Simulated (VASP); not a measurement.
A run of VASP 6.6.1 is set up as follows.

File INCAR:

```
PREC = Accurate
ENCUT = 520
EDIFF = 1E-6
ISMEAR = 0
SIGMA = 0.15
LREAL = F
LASPH = T
NELM = 60
ALGO = Normal
ISIF = 2
LWAVE = F
LCHARG = T
GGA = PS
LELF = T
LVHAR = T
NBANDS = 10
```

File KPOINTS:

```
regular mesh
0
Gamma
  22 22 22
```

File POSCAR:

```
Ir
1.0
    0.0000000000      1.9964880000      1.7661240000
    1.9964880000      0.0000000000      1.7661240000
    1.9964880000      1.9964880000      0.0000000000
Ir
1
Direct
    0.0000000000      0.0000000000      0.0000000000
```

Potentials or basis: VASP PAW PBE potentials, release 64 (Ir).

Launch:

```console
$ cat potpaw_PBE.64/Ir/POTCAR > POTCAR
$ mpirun -np 1 vasp_std > vasp.out
```

**Question.** Estimate the pressure.

**Answer.** 3.3 GPa.

Stress tensor (GPa, compression positive):
```
-10.08   0.00   0.00
  0.00 -10.08   0.00
  0.00   0.00  30.18
```

Caveat: the cell differs from its parent crystal (strain +0.040 along x and y, -0.080 along z); the PAW data sets were made with another functional, which shifts forces and pressure a little.
